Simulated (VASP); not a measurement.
# Mn (Im-3m) in VASP: notebook

Mn is run at these levels: PBE; tasks: single point.

Program: VASP 6.6.1. These are calculated values, not measurements. Logs are shortened: lines on timing, memory, paths and dates and some standing lists are left out, and cuts for length are marked.

**1. The cell of the first run**

It takes space group Im-3m (No. 229, cubic). Conventional cell: a = 2.784 Å, b = 2.784 Å, c = 2.784 Å, α = 90.00°, β = 90.00°, γ = 90.00°. Within 3.2 Å of Mn (site symmetry m-3m) lie 14 Mn at 2.41 to 2.78 Å.

**2. Single point, PBE**

INCAR reads:

```
SYSTEM = Mn
PREC = Accurate
ENCUT = 520
EDIFF = 1E-7
ISMEAR = -1
SIGMA = 0.06122561905347299
LREAL = .False.
LASPH = .True.
NELM = 60
ALGO = Normal
ISIF = 2
LWAVE = .False.
LCHARG = .True.
GGA = PE
LELF = .True.
LVHAR = .True.
NBANDS = 12
```

KPOINTS reads:

```
regular mesh
0
Gamma
  19 19 19
  0 0 0
```

POSCAR reads:

```
Mn
1.0
   -1.3919029982      1.3919029982      1.3919029982
    1.3919029982     -1.3919029982      1.3919029982
    1.3919029982      1.3919029982     -1.3919029982
Mn
1
Direct
    0.0000000000      0.0000000000      0.0000000000
```

Potentials or basis: VASP PAW PBE potentials, release 64 (Mn_pv).

On the command line:

```
> cat potpaw_PBE.64/Mn_pv/POTCAR > POTCAR
> mpirun -np 1 vasp_std > vasp.out
```

OUTCAR:

```text
SYSTEM = Mn
   PREC = Accurate
   ENCUT = 520
   EDIFF = 1E-7
   ISMEAR = -1
   LREAL = .False.
   LASPH = .True.
   NELM = 60
   ISIF = 2
   GGA = PE

 ion  position               nearest neighbor table
   1  0.000  0.000  0.000-

  LATTYP: Found a body centered cubic cell.
 ALAT       =     2.7838059964

  Lattice vectors:

 A1 = (  -1.3919029982,   1.3919029982,   1.3919029982)
 A2 = (   1.3919029982,  -1.3919029982,   1.3919029982)
 A3 = (   1.3919029982,   1.3919029982,  -1.3919029982)

Analysis of symmetry for initial positions (statically):
=====================================================================
 Subroutine PRICEL returns:
 Original cell was already a primitive cell.

 Routine SETGRP: Setting up the symmetry group for a
 body centered cubic supercell.

 Subroutine GETGRP returns: Found 48 space group operations
 (whereof 48 operations were pure point group operations)
 out of a pool of 48 trial point group operations.

The static configuration has the point symmetry O_h .

Analysis of symmetry for dynamics (positions and initial velocities):
=====================================================================
 Subroutine PRICEL returns:
 Original cell was already a primitive cell.

 Routine SETGRP: Setting up the symmetry group for a
 body centered cubic supercell.

 Subroutine GETGRP returns: Found 48 space group operations
 (whereof 48 operations were pure point group operations)
 out of a pool of 48 trial point group operations.

The dynamic configuration has the point symmetry O_h .

 Subroutine INISYM returns: Found 48 space group operations
 (whereof 48 operations are pure point group operations),
 and found     1 'primitive' translations

----------------------------------------------------------------------------------------

                                     Primitive cell

  volume of cell :      10.7867

  direct lattice vectors                    reciprocal lattice vectors
    -1.391902998  1.391902998  1.391902998     0.000000000  0.359220435  0.359220435
     1.391902998 -1.391902998  1.391902998     0.359220435  0.000000000  0.359220435
     1.391902998  1.391902998 -1.391902998     0.359220435  0.359220435  0.000000000

  length of vectors
     2.410846712  2.410846712  2.410846712     0.508014411  0.508014411  0.508014411

  position of ions in fractional coordinates (direct lattice)
     0.000000000  0.000000000  0.000000000

  ion indices of the primitive-cell ions
   primitive index   ion index
                 1           1

----------------------------------------------------------------------------------------

 KPOINTS: regular mesh

Automatic generation of k-mesh.
 Grid dimensions read from file:
 generate k-points for:   19   19   19

 Generating k-lattice:

  Cartesian coordinates                     Fractional coordinates (reciprocal lattice)
     0.000000000  0.018906339  0.018906339     0.052631579  0.000000000  0.000000000
     0.018906339  0.000000000  0.018906339     0.000000000  0.052631579  0.000000000
     0.018906339  0.018906339  0.000000000     0.000000000  0.000000000  0.052631579

  Length of vectors
     0.026737601  0.026737601  0.026737601

  Shift w.r.t. Gamma in fractional coordinates (k-lattice)
     0.000000000  0.000000000  0.000000000

 Subroutine IBZKPT returns following result:
 ===========================================

 Found    220 irreducible k-points:

 Following reciprocal coordinates:
            Coordinates               Weight
  0.000000  0.000000  0.000000      1.000000
  0.052632  0.000000  0.000000     12.000000
  0.105263  0.000000  0.000000     12.000000
  0.157895  0.000000  0.000000     12.000000
  0.210526  0.000000  0.000000     12.000000
  0.263158  0.000000  0.000000     12.000000
[... 16 lines left out ...]
  0.263158  0.105263 -0.000000     48.000000
  0.315789  0.105263 -0.000000     48.000000
 [... further k-points ...]
   k-points           NKPTS =    220   k-points in BZ     NKDIM =    220   number of bands    NBANDS=     12
   number of dos      NEDOS =    301   number of ions     NIONS =      1
   total plane-waves  NPLWV =   5832
   dimension x,y,z NGX =    18 NGY =   18 NGZ =   18
   dimension x,y,z NGXF=    36 NGYF=   36 NGZF=   36
   ions per type =               1
   NGX,Y,Z   is equivalent  to a cutoff of  12.41, 12.41, 12.41 a.u.
   NGXF,Y,Z  is equivalent  to a cutoff of  24.82, 24.82, 24.82 a.u.
 SYSTEM =  Mn
   PREC   = accura    normal or accurate (medium, high low for compatibility)
   ISTART =      0    job   : 0-new  1-cont  2-samecut
   ICHARG =      2    charge: 1-file 2-atom 10-const
   ISPIN  =      1    spin polarized calculation?
   LNONCOLLINEAR =      F non collinear calculations
   LSORBIT =      F    spin-orbit coupling
   LASPH  =      T    aspherical Exc in radial PAW
   ENCUT  =  520.0 eV  38.22 Ry    6.18 a.u.   4.48  4.48  4.48*2*pi/ulx,y,z
   NELM   =     60;   NELMIN=  2; NELMDL= -5     # of ELM steps
   EDIFF  = 0.1E-06   stopping-criterion for ELM
   LREAL  =      F    real-space projection
   EDIFFG = 0.1E-05   stopping-criterion for IOM
   NSW    =      0    number of steps for IOM
   IBRION =     -1    ionic relax: 0-MD 1-quasi-New 2-CG
   NFREE  =      0    steps in history (QN), initial steepest desc. (CG)
   ISIF   =      2    stress and relaxation
   ISYM   =      2    0-nonsym 1-usesym 2-fastsym
   POTIM  = 0.5000    time-step for ionic-motion
   TEBEG  =    0.0;   TEEND  =   0.0 temperature during run
   PSTRESS=    0.0 pullay stress
   NELECT =      13.0000    total number of electrons
   NUPDOWN=      -1.0000    fix difference up-down
   EMIN   =  10.00;   EMAX   =-10.00  energy-range for DOS
   EFERMI =   0.00;   METHOD = LEGACY
   ISMEAR =    -1;   SIGMA  =   0.06  broadening in eV -4-tet -1-fermi 0-gaus
   EFERMI_NEDOS =   21; number of points for ismear=-14 and -15
   IALGO  =     38    algorithm
   IMIX   =      4    mixing-type and parameters
     AMIX     =   0.40;   BMIX     =  1.00
     AMIX_MAG =   1.60;   BMIX_MAG =  1.00
  volume/ion in A,a.u.               =      10.79        72.79
  Fermi-wavevector in a.u.,A,eV,Ry     =   1.742183  3.292248 41.296401  3.035200
  Thomas-Fermi vector in A             =   2.814497
   LORBIT       =      0    0 simple, 1 ext, 2 COOP (PROOUT), +10 PAW based schemes
   GGA     = PE    functional components
   LHFCALC =     F    Hartree Fock is set to
   AEXX    =    0.0000 exact exchange contribution
   IVDW    =     0    specifies the selected vdW correction
   LEPSILON=     F    determine dielectric tensor
   LRPA    =     F    only Hartree local field effects (RPA)
 non-spin polarized calculation
  energy-cutoff  :      520.00
  volume of cell :       10.79
 maximum number of plane-waves:       321
 NGX is ok and might be reduce to    18
   NGX =  9   NGY =  9   NGZ =  9

 number of electron      13.0000001 magnetization

 Free energy of the ion-electron system (eV)
  ---------------------------------------------------
  ext. energy  EPLUGINS =         0.00000000
  ---------------------------------------------------
  free energy    TOTEN  =        -8.85019002 eV

  energy without entropy =       -8.82253615  energy(sigma->0) =       -8.83636309

 E-fermi :  10.7803     XC(G=0): -14.0024

 val. band max:       10.7695008893   @ k =   0.2105   0.0526   0.0000
 cond. band min:      10.7818749869   @ k =  -0.4737   0.4737   0.1053
 fundamental gap:      0.0123740976
 Fermi energy:        10.7802777455

 k-point     1 :       0.0000    0.0000    0.0000
  band No.  band energies     occupation
      1     -37.2263      2.00000
      2     -37.2263      2.00000
      3     -37.2263      2.00000
      4       2.1541      2.00000
      5       9.1938      2.00000
      6       9.1938      2.00000
      7       9.1938      2.00000
      8      11.1200      0.00776
      9      11.1200      0.00775
     10      34.4865      0.00000
     11      34.4865      0.00000
     12      34.4865      0.00000

 k-point     2 :       0.0526    0.0000    0.0000
  band No.  band energies     occupation
      1     -37.2475      2.00000
      2     -37.2330      2.00000
      3     -37.2264      2.00000
      4       2.2781      2.00000
      5       9.1503      2.00000
      6       9.1880      2.00000
      7       9.2721      2.00000
      8      11.0720      0.01690
      9      11.1232      0.00737
     10      34.0791      0.00000
     11      34.4256      0.00000
     12      34.5415      0.00000

 k-point     3 :       0.1053    0.0000    0.0000
  band No.  band energies     occupation
      1     -37.3083      2.00000
      2     -37.2521      2.00000
      3     -37.2266      2.00000
      4       2.6419      2.00000
      5       9.0260      2.00000
      6       9.1597      2.00000
      7       9.5021      2.00000
      8      10.9555      0.10811
      9      11.1338      0.00620
     10      32.9668      0.00000
     11      34.1505      0.00000
     12      34.6940      0.00000
[... 286 lines left out ...]
 k-point    23 :       0.2632    0.1053   -0.0000
  band No.  band energies     occupation
      1     -37.7639      2.00000
      2     -37.4063      2.00000
      3     -37.2567      2.00000
      4       5.6746      2.00000
      5       8.1594      2.00000
      6       8.7708      2.00000
      7      10.8026      0.81945
      8      11.4032      0.00008
      9      11.9652      0.00000
     10      25.1364      0.00000
     11      29.1298      0.00000
     12      33.4262      0.00000

 k-point    24 :       0.3158    0.1053   -0.0000
  band No.  band energies     occupation
      1     -37.8512      2.00000
      2     -37.4459      2.00000
      3     -37.2579      2.00000
      4       6.0169      2.00000
      5       7.9853      2.00000
      6       9.1840      2.00000
      7      10.9360      0.14568
      8      11.4931      0.00002
      9      12.6569      0.00000
     10      23.0670      0.00000
     11      28.4169      0.00000
     12      32.3817      0.00000

 [... further k-points ...]

------------------------ aborting loop because EDIFF is reached ----------------------------------------

  FORCE on cell =-STRESS in cart. coord.  units (eV):
  Direction    XX          YY          ZZ          XY          YZ          ZX
  --------------------------------------------------------------------------------------
  -------------------------------------------------------------------------------------
  Total       -0.0103858     -0.0103858     -0.0103858     -0.0000000      0.0000000      0.0000000
  in kB       -1.5426342     -1.5426342     -1.5426342     -0.0000000      0.0000000      0.0000000
  external PRESSURE =      -1.5426342 kB  Pullay stress =       0.0000000 kB

 VOLUME and BASIS-vectors are now :
 -----------------------------------------------------------------------------
  energy-cutoff  :      520.00
  volume of cell :       10.79
      direct lattice vectors                 reciprocal lattice vectors
    -1.391902998  1.391902998  1.391902998     0.000000000  0.359220435  0.359220435
     1.391902998 -1.391902998  1.391902998     0.359220435  0.000000000  0.359220435
     1.391902998  1.391902998 -1.391902998     0.359220435  0.359220435  0.000000000

 POSITION                                       TOTAL-FORCE (eV/Angst)
 -----------------------------------------------------------------------------------
      0.00000      0.00000      0.00000         0.000000      0.000000     -0.000000
 -----------------------------------------------------------------------------------
    total drift:                                0.000000      0.000000      0.000000

  FREE ENERGIE OF THE ION-ELECTRON SYSTEM (eV)
  ---------------------------------------------------
  free  energy   TOTEN  =        -8.8501900221 eV

  energy  without entropy=       -8.8225361504  energy(sigma->0) =       -8.83636309
```

Run time: 16 s. Hardware: 1 thread of Intel Xeon 6975P-C, shared host; peak memory 0.14 GiB.

Results:

| Item | Value |
| --- | --- |
| Free energy | -8.8502 eV |
| Pressure | -0.2 GPa |

Caveat: the run has no spin polarisation, though such a crystal can be magnetic. Spin polarisation is off, so any magnetic state and its effect on volume and gap are missing.

**3. Single point, PBE**

This run uses another cell than the first one, of 11.00 Å³/atom, 1.020 times its volume.

INCAR reads:

```
SYSTEM = Mn
PREC = Accurate ; ENCUT = 520
EDIFF = 1E-7 ; ISMEAR = -1
SIGMA = 0.06122561905347299 ; LREAL = .FALSE.
LASPH = .TRUE. ; NELM = 60
ALGO = Normal ; ISIF = 2
LWAVE = .FALSE. ; LCHARG = .TRUE.
GGA = PE ; LELF = .TRUE.
LVHAR = .TRUE. ; NBANDS = 12
```

KPOINTS reads:

```
regular mesh
0
G
  19 19 19
  0 0 0
```

POSCAR reads:

```
Mn
1.0
   -1.4011211675      1.4011211675      1.4011211675
    1.4011211675     -1.4011211675      1.4011211675
    1.4011211675      1.4011211675     -1.4011211675
Mn
1
Direct
    0.0000000000      0.0000000000      0.0000000000
```

Potentials or basis: VASP PAW PBE potentials, release 64 (Mn_pv).

On the command line:

```
> cat potpaw_PBE.64/Mn_pv/POTCAR > POTCAR
> mpirun -np 1 vasp_std > vasp.out
```

It took 16 s on 1 thread of Intel Xeon 6975P-C, shared host; peak memory 0.14 GiB.

The run converged. Its results:

```yaml
Free_energy: -8.8465 eV
Pressure: -5.4 GPa
```

Levels at points of the mesh, in eV from the Fermi level:
| k point | band 3 | band 4 | band 5 | band 6 | band 7 | band 8 | band 9 | band 10 |
| --- | --- | --- | --- | --- | --- | --- | --- | --- |
| (0.00, 0.00, 0.00) | -48.01 | -8.53 | -1.54 | -1.54 | -1.54 | 0.33 | 0.33 | 23.54 |

Caveat: the run has no spin polarisation, though such a crystal can be magnetic.

(Continued in part 2 of 2.)
